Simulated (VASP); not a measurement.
# ZnO (P6_3mc) in VASP: notebook

ZnO is run at these levels: PBE; tasks: single point.

Program: VASP 6.6.1. These are calculated values, not measurements. Logs are shortened: lines on timing, memory, paths and dates and some standing lists are left out, and cuts for length are marked.

### 1 The cell of the first run

The structure is hexagonal, space group P6_3mc (No. 186). The conventional cell has a = 3.106 Å, b = 3.106 Å, c = 5.003 Å, α = 90.00°, β = 90.00°, γ = 120.00°. Zn (site symmetry 3m) has 4 O at 1.89 to 1.90 Å within 2.5 Å. Within 2.5 Å of O (site symmetry 3m) lie 4 Zn at 1.89 to 1.90 Å.

### 2 Single point, PBE (strain -4.0%)

Input file INCAR:

```
PREC = Accurate ; ENCUT = 520
EDIFF = 1E-7 ; ISMEAR = -1
SIGMA = 0.02 ; LREAL = False
LASPH = True ; NELM = 60
ALGO = Normal ; ISIF = 2
LWAVE = False ; LCHARG = False
GGA = PE ; NBANDS = 26
```

Input file KPOINTS:

```
regular mesh
0
Gamma
  12 12 6
```

Input file POSCAR:

```
ZnO
1.0
    3.1059272322      0.0000000000      0.0000000000
   -1.5529636161      2.6898118854      0.0000000000
    0.0000000000      0.0000000000      5.0025137583
Zn O
2 2
Direct
    0.3333333333      0.6666666667     -0.0022842239
    0.6666666667      0.3333333333      0.4977157761
    0.3333333333      0.6666666667      0.3772842239
    0.6666666667      0.3333333333      0.8772842239
```

Potentials or basis: VASP PAW PBE potentials, release 64 (Zn, O).

Started as:

```
$ cat potpaw_PBE.64/Zn/POTCAR potpaw_PBE.64/O/POTCAR > POTCAR
$ mpirun -np 1 vasp_std > vasp.out
```

OUTCAR:

```text
PREC = Accurate
   ENCUT = 520
   EDIFF = 1E-7
   ISMEAR = -1
   LREAL = False
   LASPH = True
   NELM = 60
   ISIF = 2
   GGA = PE

 ion  position               nearest neighbor table
   1  0.333  0.667  0.998-   4 1.89   4 1.89   4 1.89   3 1.90
   2  0.667  0.333  0.498-   3 1.89   3 1.89   3 1.89   4 1.90
   3  0.333  0.667  0.377-   2 1.89   2 1.89   2 1.89   1 1.90
   4  0.667  0.333  0.877-   1 1.89   1 1.89   1 1.89   2 1.90

  LATTYP: Found a hexagonal cell.
 ALAT       =     3.1059272322
 C/A-ratio  =     1.6106345656

  Lattice vectors:

 A1 = (   3.1059272322,   0.0000000000,   0.0000000000)
 A2 = (  -1.5529636161,   2.6898118854,   0.0000000000)
 A3 = (   0.0000000000,   0.0000000000,   5.0025137583)

Analysis of symmetry for initial positions (statically):
=====================================================================
 Subroutine PRICEL returns:
 Original cell was already a primitive cell.

 Routine SETGRP: Setting up the symmetry group for a
 hexagonal supercell.

 Subroutine GETGRP returns: Found 12 space group operations
 (whereof  6 operations were pure point group operations)
 out of a pool of 24 trial point group operations.

The static configuration has the point symmetry C_3v.
 The point group associated with its full space group is C_6v.

Analysis of symmetry for dynamics (positions and initial velocities):
=====================================================================
 Subroutine PRICEL returns:
 Original cell was already a primitive cell.

 Routine SETGRP: Setting up the symmetry group for a
 hexagonal supercell.

 Subroutine GETGRP returns: Found 12 space group operations
 (whereof  6 operations were pure point group operations)
 out of a pool of 24 trial point group operations.

The dynamic configuration has the point symmetry C_3v.
 The point group associated with its full space group is C_6v.

 Subroutine INISYM returns: Found 12 space group operations
 (whereof  6 operations are pure point group operations),
 and found     1 'primitive' translations

----------------------------------------------------------------------------------------

                                     Primitive cell

  volume of cell :      41.7928

  direct lattice vectors                    reciprocal lattice vectors
     3.105927232  0.000000000  0.000000000     0.321965045  0.185886605  0.000000000
    -1.552963616  2.689811885  0.000000000     0.000000000  0.371773210  0.000000000
     0.000000000  0.000000000  5.002513758     0.000000000  0.000000000  0.199899500

  length of vectors
     3.105927232  3.105927232  5.002513758     0.371773210  0.371773210  0.199899500

  position of ions in fractional coordinates (direct lattice)
     0.333333333  0.666666667  0.997715776
     0.666666667  0.333333333  0.497715776
     0.333333333  0.666666667  0.377284224
     0.666666667  0.333333333  0.877284224

  ion indices of the primitive-cell ions
   primitive index   ion index
                 1           1
                 2           2
                 3           3
                 4           4

----------------------------------------------------------------------------------------

 KPOINTS: regular mesh

Automatic generation of k-mesh.
 Grid dimensions read from file:
 generate k-points for:   12   12    6

 Generating k-lattice:

  Cartesian coordinates                     Fractional coordinates (reciprocal lattice)
     0.026830420  0.015490550  0.000000000     0.083333333 -0.000000000  0.000000000
     0.000000000  0.030981101  0.000000000     0.000000000  0.083333333  0.000000000
     0.000000000  0.000000000  0.033316583     0.000000000  0.000000000  0.166666667

  Length of vectors
     0.030981101  0.030981101  0.033316583

  Shift w.r.t. Gamma in fractional coordinates (k-lattice)
     0.000000000  0.000000000  0.000000000

 Subroutine IBZKPT returns following result:
 ===========================================

 Found     76 irreducible k-points:

 Following reciprocal coordinates:
            Coordinates               Weight
  0.000000  0.000000  0.000000      1.000000
  0.083333  0.000000  0.000000      6.000000
  0.166667  0.000000  0.000000      6.000000
  0.250000  0.000000  0.000000      6.000000
  0.333333  0.000000  0.000000      6.000000
  0.416667  0.000000  0.000000      6.000000
[... 16 lines left out ...]
  0.250000  0.000000  0.166667     12.000000
  0.333333  0.000000  0.166667     12.000000
 [... further k-points ...]
   k-points           NKPTS =     76   k-points in BZ     NKDIM =     76   number of bands    NBANDS=     26
   number of dos      NEDOS =    301   number of ions     NIONS =      4
   total plane-waves  NPLWV =  23040
   dimension x,y,z NGX =    24 NGY =   24 NGZ =   40
   dimension x,y,z NGXF=    48 NGYF=   48 NGZF=   80
   ions per type =               2   2
   NGX,Y,Z   is equivalent  to a cutoff of  12.85, 12.85, 13.29 a.u.
   NGXF,Y,Z  is equivalent  to a cutoff of  25.69, 25.69, 26.59 a.u.
 SYSTEM =  unknown system
   PREC   = accura    normal or accurate (medium, high low for compatibility)
   ISTART =      0    job   : 0-new  1-cont  2-samecut
   ICHARG =      2    charge: 1-file 2-atom 10-const
   ISPIN  =      1    spin polarized calculation?
   LNONCOLLINEAR =      F non collinear calculations
   LSORBIT =      F    spin-orbit coupling
   LASPH  =      T    aspherical Exc in radial PAW
   ENCUT  =  520.0 eV  38.22 Ry    6.18 a.u.   5.77  5.77  9.30*2*pi/ulx,y,z
   NELM   =     60;   NELMIN=  2; NELMDL= -5     # of ELM steps
   EDIFF  = 0.1E-06   stopping-criterion for ELM
   LREAL  =      F    real-space projection
   EDIFFG = 0.1E-05   stopping-criterion for IOM
   NSW    =      0    number of steps for IOM
   IBRION =     -1    ionic relax: 0-MD 1-quasi-New 2-CG
   NFREE  =      0    steps in history (QN), initial steepest desc. (CG)
   ISIF   =      2    stress and relaxation
   ISYM   =      2    0-nonsym 1-usesym 2-fastsym
   POTIM  = 0.5000    time-step for ionic-motion
   TEBEG  =    0.0;   TEEND  =   0.0 temperature during run
   PSTRESS=    0.0 pullay stress
   NELECT =      36.0000    total number of electrons
   NUPDOWN=      -1.0000    fix difference up-down
   EMIN   =  10.00;   EMAX   =-10.00  energy-range for DOS
   EFERMI =   0.00;   METHOD = LEGACY
   ISMEAR =    -1;   SIGMA  =   0.02  broadening in eV -4-tet -1-fermi 0-gaus
   EFERMI_NEDOS =   21; number of points for ismear=-14 and -15
   IALGO  =     38    algorithm
   IMIX   =      4    mixing-type and parameters
     AMIX     =   0.40;   BMIX     =  1.00
     AMIX_MAG =   1.60;   BMIX_MAG =  1.00
  volume/ion in A,a.u.               =      10.45        70.51
  Fermi-wavevector in a.u.,A,eV,Ry     =   1.557669  2.943568 33.012260  2.426333
  Thomas-Fermi vector in A             =   2.661286
   LORBIT       =      0    0 simple, 1 ext, 2 COOP (PROOUT), +10 PAW based schemes
   GGA     = PE    functional components
   LHFCALC =     F    Hartree Fock is set to
   AEXX    =    0.0000 exact exchange contribution
   IVDW    =     0    specifies the selected vdW correction
   LEPSILON=     F    determine dielectric tensor
   LRPA    =     F    only Hartree local field effects (RPA)
 non-spin polarized calculation
  energy-cutoff  :      520.00
  volume of cell :       41.79
 maximum number of plane-waves:      1152
 NGX is ok and might be reduce to    24
   NGX = 11   NGY = 11   NGZ = 19

 number of electron      35.9999998 magnetization

 Free energy of the ion-electron system (eV)
  ---------------------------------------------------
  ext. energy  EPLUGINS =         0.00000000
  ---------------------------------------------------
  free energy    TOTEN  =       -17.17138709 eV

  energy without entropy =      -17.17138709  energy(sigma->0) =      -17.17138709

 E-fermi :   2.9587     XC(G=0): -11.6256

 val. band max:        2.4975335656   @ k =   0.0000   0.0000   0.0000
 cond. band min:       3.4648763544   @ k =   0.0000   0.0000   0.0000
 fundamental gap:      0.9673427888
 Fermi energy:         2.9587339246

 k-point     1 :       0.0000    0.0000    0.0000
  band No.  band energies     occupation
      1     -16.7620      2.00000
      2     -15.8201      2.00000
      3      -4.2593      2.00000
      4      -3.9565      2.00000
      5      -3.9565      2.00000
      6      -3.8860      2.00000
[... 18 lines left out ...]
     25      17.5319      0.00000
     26      17.5319      0.00000

 k-point     2 :       0.0833    0.0000    0.0000
  band No.  band energies     occupation
      1     -16.7126      2.00000
      2     -15.7978      2.00000
      3      -4.1962      2.00000
      4      -4.0154      2.00000
      5      -3.9290      2.00000
      6      -3.8552      2.00000
[... 18 lines left out ...]
     25      17.4667      0.00000
     26      17.6576      0.00000

 k-point     3 :       0.1667    0.0000    0.0000
  band No.  band energies     occupation
      1     -16.5732      2.00000
      2     -15.7385      2.00000
      3      -4.2070      2.00000
      4      -3.9723      2.00000
      5      -3.8562      2.00000
      6      -3.8230      2.00000
[... 18 lines left out ...]
     25      17.3356      0.00000
     26      17.7805      0.00000

 k-point     4 :       0.2500    0.0000    0.0000
  band No.  band energies     occupation
      1     -16.3698      2.00000
      2     -15.6632      2.00000
      3      -4.3617      2.00000
      4      -3.9300      2.00000
      5      -3.7660      2.00000
      6      -3.7037      2.00000
[... 18 lines left out ...]
     25      16.6463      0.00000
     26      17.5842      0.00000

 k-point     5 :       0.3333    0.0000    0.0000
  band No.  band energies     occupation
      1     -16.1441      2.00000
      2     -15.6014      2.00000
      3      -4.4558      2.00000
      4      -4.0175      2.00000
      5      -3.6916      2.00000
      6      -3.5346      2.00000
[... 18 lines left out ...]
     25      16.6348      0.00000
     26      17.5384      0.00000

 k-point     6 :       0.4167    0.0000    0.0000
  band No.  band energies     occupation
      1     -15.9519      2.00000
      2     -15.5772      2.00000
      3      -4.4387      2.00000
      4      -4.1428      2.00000
      5      -3.6496      2.00000
      6      -3.3958      2.00000
[... 427 lines left out ...]
 k-point    21 :       0.0833    0.0000    0.1667
  band No.  band energies     occupation
      1     -16.6549      2.00000
      2     -15.8628      2.00000
      3      -4.2811      2.00000
      4      -4.0567      2.00000
      5      -3.9202      2.00000
      6      -3.8832      2.00000
[... 18 lines left out ...]
     25      16.7701      0.00000
     26      17.3815      0.00000

 k-point    22 :       0.1667    0.0000    0.1667
  band No.  band energies     occupation
      1     -16.5196      2.00000
      2     -15.7966      2.00000
      3      -4.2665      2.00000
      4      -4.1336      2.00000
      5      -3.8448      2.00000
      6      -3.8065      2.00000
[... 18 lines left out ...]
     25      16.4026      0.00000
     26      17.5036      0.00000

 k-point    23 :       0.2500    0.0000    0.1667
  band No.  band energies     occupation
      1     -16.3230      2.00000
      2     -15.7107      2.00000
      3      -4.4058      2.00000
      4      -4.1213      2.00000
      5      -3.7494      2.00000
      6      -3.6972      2.00000
[... 18 lines left out ...]
     25      16.6379      0.00000
     26      17.4308      0.00000

 k-point    24 :       0.3333    0.0000    0.1667
  band No.  band energies     occupation
      1     -16.1064      2.00000
      2     -15.6361      2.00000
      3      -4.5010      2.00000
      4      -4.1743      2.00000
      5      -3.6679      2.00000
      6      -3.5545      2.00000
[... 18 lines left out ...]
     25      16.6609      0.00000
     26      17.4482      0.00000

 [... further k-points ...]

------------------------ aborting loop because EDIFF is reached ----------------------------------------

  FORCE on cell =-STRESS in cart. coord.  units (eV):
  Direction    XX          YY          ZZ          XY          YZ          ZX
  --------------------------------------------------------------------------------------
  -------------------------------------------------------------------------------------
  Total        8.4985668      8.4985668      8.5107445      0.0000000      0.0000000      0.0000000
  in kB      325.8027913    325.8027913    326.2696357      0.0000000      0.0000000      0.0000000
  external PRESSURE =     325.9584061 kB  Pullay stress =       0.0000000 kB

 VOLUME and BASIS-vectors are now :
 -----------------------------------------------------------------------------
  energy-cutoff  :      520.00
  volume of cell :       41.79
      direct lattice vectors                 reciprocal lattice vectors
     3.105927232  0.000000000  0.000000000     0.321965045  0.185886605  0.000000000
    -1.552963616  2.689811885  0.000000000     0.000000000  0.371773210  0.000000000
     0.000000000  0.000000000  5.002513758     0.000000000  0.000000000  0.199899500

 POSITION                                       TOTAL-FORCE (eV/Angst)
 -----------------------------------------------------------------------------------
     -0.00000      1.79321      4.99109        -0.000000      0.000000      0.003526
      1.55296      0.89660      2.48983         0.000000     -0.000000      0.003526
     -0.00000      1.79321      1.88737         0.000000     -0.000000     -0.003526
      1.55296      0.89660      4.38863        -0.000000     -0.000000     -0.003526
 -----------------------------------------------------------------------------------
    total drift:                               -0.000000      0.000000      0.001584

  FREE ENERGIE OF THE ION-ELECTRON SYSTEM (eV)
  ---------------------------------------------------
  free  energy   TOTEN  =       -17.1713870865 eV

  energy  without entropy=      -17.1713870865  energy(sigma->0) =      -17.17138709
```

Wall time 29 s (1 thread of Intel Xeon 6975P-C (Granite Rapids), shared host); peak memory 0.2 GiB.

What came out:

```
Free energy            : -17.1714 eV
Pressure               : 32.6 GPa
Largest force          : 0.004 eV/Å
Band gap on the k mesh : 0.97 eV
```

Forces on the atoms (eV/Å):
```
Zn   0.000  0.000  0.004
Zn   0.000  0.000  0.004
O    0.000  0.000 -0.004
O    0.000  0.000 -0.004
```

Caveat: the cell differs from its parent crystal (strain -4.0%); the cell stands under pressure.

### 3 Single point, PBE (strain -3.0%)

Input file INCAR:

```
SYSTEM = ZnO
PREC     = Accurate       ! precision mode
ENCUT    = 520            ! plane-wave cutoff, eV
EDIFF    = 1E-6           ! SCF threshold, eV
ISMEAR   = -1             ! smearing method
SIGMA    = 0.02           ! smearing width, eV
LREAL    = .False.        ! projectors in reciprocal space
LASPH    = .True.         ! aspherical terms in the spheres
NELM     = 80             ! most SCF steps
ALGO     = Normal         ! electronic algorithm
ISIF     = 2              ! what is computed and relaxed
LWAVE    = .False.        ! write WAVECAR
LCHARG   = .False.        ! write CHGCAR
GGA      = PE             ! functional
NBANDS   = 26             ! bands
```

Input file KPOINTS:

```
regular mesh
0
Gamma
  12 12 6
  0 0 0
```

Input file POSCAR:

```
ZnO
1.0
    3.1382806409      0.0000000000      0.0000000000
   -1.5691403205      2.7178307592      0.0000000000
    0.0000000000      0.0000000000      5.0546232766
Zn O
2 2
Direct
    0.3333333333      0.6666666667     -0.0023477533
    0.6666666667      0.3333333333      0.4976522467
    0.3333333333      0.6666666667      0.3773477533
    0.6666666667      0.3333333333      0.8773477533
```

Potentials or basis: VASP PAW PBE potentials, release 64 (Zn, O).

Started as:

```
$ cat potpaw_PBE.64/Zn/POTCAR potpaw_PBE.64/O/POTCAR > POTCAR
$ mpirun -np 1 vasp_std > vasp.out
```

Run time: 27 s. Hardware: 1 thread of Intel Xeon 6975P-C (Granite Rapids), shared host; peak memory 0.2 GiB.

Results (log left out):

```yaml
Free_energy: -17.4088 eV
Pressure: 24.9 GPa
Largest_force: 0.008 eV/Å
Band_gap_on_the_k_mesh: 0.92 eV
```

Forces in eV/Å, atoms in the order of the input:
```
Zn   0.000  0.000  0.008
Zn   0.000  0.000  0.008
O    0.000  0.000 -0.008
O    0.000  0.000 -0.008
```

Levels at points of the mesh, in eV from the valence-band top:
```csv
k point,band 16,band 17,band 18,band 19,band 20,band 21
"(0.00, 0.00, 0.00)",-0.13,0.00,0.00,0.92,5.58,8.53
"(0.50, 0.00, 0.00)",-2.61,-1.45,-0.98,6.20,6.98,7.69
"(0.00, 0.00, 0.50)",-0.45,-0.45,-0.45,3.68,3.68,10.46
"(0.50, 0.00, 0.50)",-1.73,-1.56,-1.56,5.86,5.86,9.00
```

Caveat: the cell differs from its parent crystal (strain -3.0%); the cell stands under pressure.

(Continued in part 2 of 2.)
